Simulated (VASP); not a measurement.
# TiB2 (P6/mmm) in VASP: notebook, part 2 of 2

VASP 6.6.1. Earlier steps stand in the parts before.

## 4. Single point, PBE

This run uses another cell than the first one, of 9.19 Å³/atom, 1.049 times its volume.

File INCAR:

```
SYSTEM = TiB2
PREC = Accurate ; ENCUT = 520
EDIFF = 1E-6 ; ISMEAR = 1
SIGMA = 0.15 ; LREAL = .FALSE.
LASPH = .TRUE. ; NELM = 80
ALGO = Normal ; ISIF = 2
LWAVE = .FALSE. ; LCHARG = .TRUE.
GGA = PE ; LELF = .TRUE.
LVHAR = .TRUE. ; NBANDS = 16
```

File KPOINTS:

```
regular mesh
0
G
  11 11 9
  0 0 0
```

File POSCAR:

```
TiB2
1.0
    3.1031118961      0.0000000000      0.0000000000
   -1.5515559481      2.6873737296      0.0000000000
    0.0000000000      0.0000000000      3.3071723378
Ti B
1 2
Direct
    0.0000000000      0.0000000000      0.0000000000
    0.3333333333      0.6666666667      0.5000000000
    0.6666666667      0.3333333333      0.5000000000
```

Potentials or basis: VASP PAW PBE potentials, release 64 (Ti_sv, B).

Started as:

```console
> cat potpaw_PBE.64/Ti_sv/POTCAR potpaw_PBE.64/B/POTCAR > POTCAR
> mpirun -np 1 vasp_std > vasp.out
```

OUTCAR:

```text
SYSTEM = TiB2
   PREC = Accurate
   ENCUT = 520
   EDIFF = 1E-6
   ISMEAR = 1
   LREAL = .FALSE.
   LASPH = .TRUE.
   NELM = 80
   ISIF = 2
   GGA = PE

 ion  position               nearest neighbor table
   1  0.000  0.000  0.000-   2 2.44   2 2.44   3 2.44   3 2.44   2 2.44   3 2.44   2 2.44   3 2.44
                             3 2.44   3 2.44   2 2.44   2 2.44
   2  0.333  0.667  0.500-   3 1.79   3 1.79   3 1.79   1 2.44   1 2.44   1 2.44   1 2.44   1 2.44
                             1 2.44
   3  0.667  0.333  0.500-   2 1.79   2 1.79   2 1.79   1 2.44   1 2.44   1 2.44   1 2.44   1 2.44
                             1 2.44

  LATTYP: Found a hexagonal cell.
 ALAT       =     3.1031118961
 C/A-ratio  =     1.0657599366

  Lattice vectors:

 A1 = (   3.1031118961,   0.0000000000,   0.0000000000)
 A2 = (  -1.5515559481,   2.6873737296,   0.0000000000)
 A3 = (   0.0000000000,   0.0000000000,   3.3071723378)

Analysis of symmetry for initial positions (statically):
=====================================================================
 Subroutine PRICEL returns:
 Original cell was already a primitive cell.

 Routine SETGRP: Setting up the symmetry group for a
 hexagonal supercell.

 Subroutine GETGRP returns: Found 24 space group operations
 (whereof 24 operations were pure point group operations)
 out of a pool of 24 trial point group operations.

The static configuration has the point symmetry D_6h.

Analysis of symmetry for dynamics (positions and initial velocities):
=====================================================================
 Subroutine PRICEL returns:
 Original cell was already a primitive cell.

 Routine SETGRP: Setting up the symmetry group for a
 hexagonal supercell.

 Subroutine GETGRP returns: Found 24 space group operations
 (whereof 24 operations were pure point group operations)
 out of a pool of 24 trial point group operations.

The dynamic configuration has the point symmetry D_6h.

 Subroutine INISYM returns: Found 24 space group operations
 (whereof 24 operations are pure point group operations),
 and found     1 'primitive' translations
[... 120 lines left out ...]
  Thomas-Fermi vector in A             =   2.541010
   LORBIT       =      0    0 simple, 1 ext, 2 COOP (PROOUT), +10 PAW based schemes
   GGA     = PE    functional components
   LHFCALC =     F    Hartree Fock is set to
   AEXX    =    0.0000 exact exchange contribution
   IVDW    =     0    specifies the selected vdW correction
   LEPSILON=     F    determine dielectric tensor
   LRPA    =     F    only Hartree local field effects (RPA)
 non-spin polarized calculation
 Methfessel and Paxton  Order N= 1 SIGMA  =   0.15
  energy-cutoff  :      520.00
  volume of cell :       27.58
 maximum number of plane-waves:       757
 NGX is ok and might be reduce to    24
   NGX = 11   NGY = 11   NGZ = 13

 number of electron      17.9999997 magnetization

 Free energy of the ion-electron system (eV)
  ---------------------------------------------------
  ext. energy  EPLUGINS =         0.00000000
  ---------------------------------------------------
  free energy    TOTEN  =       -24.33249945 eV

  energy without entropy =      -24.33272534  energy(sigma->0) =      -24.33257474

 E-fermi :   9.1853     XC(G=0): -12.4245

 val. band max:        9.1783705249   @ k =   0.1818   0.1818   0.1111
 cond. band min:       9.2065581827   @ k =   0.0909   0.0000   0.3333
 fundamental gap:      0.0281876579
 Fermi energy:         9.1852912756

 k-point     1 :       0.0000    0.0000    0.0000
  band No.  band energies     occupation
      1     -47.9130      2.00000
      2     -24.2452      2.00000
      3     -23.9781      2.00000
      4     -23.9781      2.00000
      5      -3.8762      2.00000
      6       6.7729      2.00000
[... 433 lines left out ...]
      3     -24.1187      2.00000
      4     -24.0160      2.00000
      5      -2.7313      2.00000
      6       4.5011      2.00000
[... 8 lines left out ...]
     15      16.4658      0.00000
     16      17.5504      0.00000

 [... further k-points ...]

------------------------ aborting loop because EDIFF is reached ----------------------------------------

  FORCE on cell =-STRESS in cart. coord.  units (eV):
  Direction    XX          YY          ZZ          XY          YZ          ZX
  --------------------------------------------------------------------------------------
  -------------------------------------------------------------------------------------
  Total       -2.8627743     -2.8627743     -2.3906069      0.0000000      0.0000000      0.0000000
  in kB     -166.3088530   -166.3088526   -138.8789486      0.0000000      0.0000000      0.0000000
  external PRESSURE =    -157.1655514 kB  Pullay stress =       0.0000000 kB

 VOLUME and BASIS-vectors are now :
 -----------------------------------------------------------------------------
  energy-cutoff  :      520.00
  volume of cell :       27.58
      direct lattice vectors                 reciprocal lattice vectors
     3.103111896  0.000000000  0.000000000     0.322257151  0.186055253  0.000000000
    -1.551555948  2.687373730  0.000000000     0.000000000  0.372110507  0.000000000
     0.000000000  0.000000000  3.307172338     0.000000000  0.000000000  0.302373115

 POSITION                                       TOTAL-FORCE (eV/Angst)
 -----------------------------------------------------------------------------------
      0.00000      0.00000      0.00000         0.000000      0.000000     -0.000000
     -0.00000      1.79158      1.65359        -0.000000     -0.000000      0.000000
      1.55156      0.89579      1.65359         0.000000      0.000000     -0.000000
 -----------------------------------------------------------------------------------
    total drift:                               -0.000000      0.000000     -0.000000

  FREE ENERGIE OF THE ION-ELECTRON SYSTEM (eV)
  ---------------------------------------------------
  free  energy   TOTEN  =       -24.3324994478 eV

  energy  without entropy=      -24.3327253375  energy(sigma->0) =      -24.33257474
```

It took 61 s on 1 thread of AMD EPYC 7R13, shared host; peak memory 0.14 GiB.

Results:

| Property | Result |
| --- | --- |
| Free energy | -24.3325 eV |
| Pressure | -15.7 GPa |
| Band gap on the k mesh | zero (band 9 reaches 9.38 eV, above the bottom of band 10 at 8.98 eV) |

Levels at points of the mesh, in eV from the Fermi level:
| k point | band 7 | band 8 | band 9 | band 10 | band 11 | band 12 |
| --- | --- | --- | --- | --- | --- | --- |
| (0.00, 0.00, 0.00) | -2.41 | -2.25 | -1.91 | 1.72 | 1.72 | 3.36 |

## 5. Single point, PBE

This run uses another cell than the first one, of 9.41 Å³/atom, 1.073 times its volume.

File INCAR:

```
SYSTEM = TiB2
PREC = Accurate ; ENCUT = 520
EDIFF = 1E-6 ; ISMEAR = 1
SIGMA = 0.15 ; LREAL = .FALSE.
LASPH = .TRUE. ; NELM = 60
ALGO = Normal ; ISIF = 2
LWAVE = .FALSE. ; LCHARG = .FALSE.
GGA = PE ; NBANDS = 16
```

File KPOINTS:

```
Automatic mesh
0
G
  11 11 9
  0 0 0
```

File POSCAR:

```
TiB2
1.0
    3.1269829257      0.0000000000      0.0000000000
   -1.5634914629      2.7080466476      0.0000000000
    0.0000000000      0.0000000000      3.3326131247
Ti B
1 2
Direct
    0.0000000000      0.0000000000      0.0000000000
    0.3333333333      0.6666666667      0.5000000000
    0.6666666667      0.3333333333      0.5000000000
```

Started as:

```console
> cat potpaw_PBE.64/Ti_sv/POTCAR potpaw_PBE.64/B/POTCAR > POTCAR
> mpirun -np 1 vasp_std > vasp.out
```

Wall time 64 s (1 thread of AMD EPYC 7R13, shared host); peak memory 0.14 GiB.

It converged, with:

- Free energy: -24.2612 eV
- Pressure: -19.9 GPa
- Band gap on the k mesh: zero (band 9 reaches 9.13 eV, above the bottom of band 10 at 8.75 eV)

Stress tensor (GPa, compression positive):
```
-21.20   0.00   0.00
  0.00 -21.20   0.00
  0.00   0.00 -17.39
```

Levels at points of the mesh, in eV from the Fermi level:
| k point | band 6 | band 7 | band 8 | band 9 | band 10 | band 11 | band 12 | band 13 |
| --- | --- | --- | --- | --- | --- | --- | --- | --- |
| (0.00, 0.00, 0.00) | -2.36 | -2.36 | -2.23 | -1.86 | 1.66 | 1.66 | 3.26 | 3.26 |

## 6. The runs side by side

| cell | gap on the mesh (eV) | pressure (GPa) |
| --- | --- | --- |
| a = 3.054, b = 3.054, c = 3.255 Å, angles 90.0, 90.0, 120.0°, 3 atoms | none | -5.6 |
| a = 3.079, b = 3.079, c = 3.281 Å, angles 90.0, 90.0, 120.0°, 3 atoms | none | -11.0 |
| a = 3.103, b = 3.103, c = 3.307 Å, angles 90.0, 90.0, 120.0°, 3 atoms | none | -15.7 |
| a = 3.127, b = 3.127, c = 3.333 Å, angles 90.0, 90.0, 120.0°, 3 atoms | none | -19.9 |

Alike in all rows: task single point; level PBE; potentials or basis VASP PAW PBE potentials, release 64 (Ti_sv, B); no spin polarisation; k mesh 11 × 11 × 9; cutoff (eV) 520; smearing methfessel-paxton 0.15 eV.

Absolute energies hang on the potentials; compare differences alone.
